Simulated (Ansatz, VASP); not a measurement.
## B: VASP beside Ansatz

```
B
1.0
     2.87544    0.00000    0.00000
    -1.43772    2.49021    0.00000
     0.00000    0.00000   11.87935
B
12
Direct
  0.00000 0.00000 0.12385
  0.00000 0.00000 0.62385
  0.00000 0.00000 0.37615
  0.00000 0.00000 0.87615
  0.33333 0.66667 0.54308
  0.66667 0.33333 0.04308
  0.33333 0.66667 0.95692
  0.66667 0.33333 0.45692
  0.33333 0.66667 0.67837
  0.66667 0.33333 0.17837
  0.33333 0.66667 0.82163
  0.66667 0.33333 0.32163
```

Alike in both runs: functional PBE; k mesh 18 × 18 × 4; occupations gaussian, width 0.1 eV; no spin polarisation.

Ansatz relaxed the structure, and its values are those at the end. VASP's run is a single point on that final structure, the one shown.

|  | VASP | Ansatz |
| --- | --- | --- |
| version | VASP 6.6.1 | Ansatz 0.2.0 |
| potentials or method | VASP PAW PBE potentials, release 64 (B), cutoff 520 eV | scalar-relativistic, plane waves, PAW |
| valence electrons in the cell | 36 | 36 |

```tsv
	VASP	Ansatz	Ansatz less VASP
gap on the k mesh at the Fermi level (eV)	none	none	-
pressure (GPa)	0.1	0.0	-0.04
rms of the force components (eV/Å)	0.013	0.004	-0.0095
```

A gap of «none» marks a metal or a gap that the smearing closes. With one functional, cell and mesh, what is left measures potentials, basis and numerics.
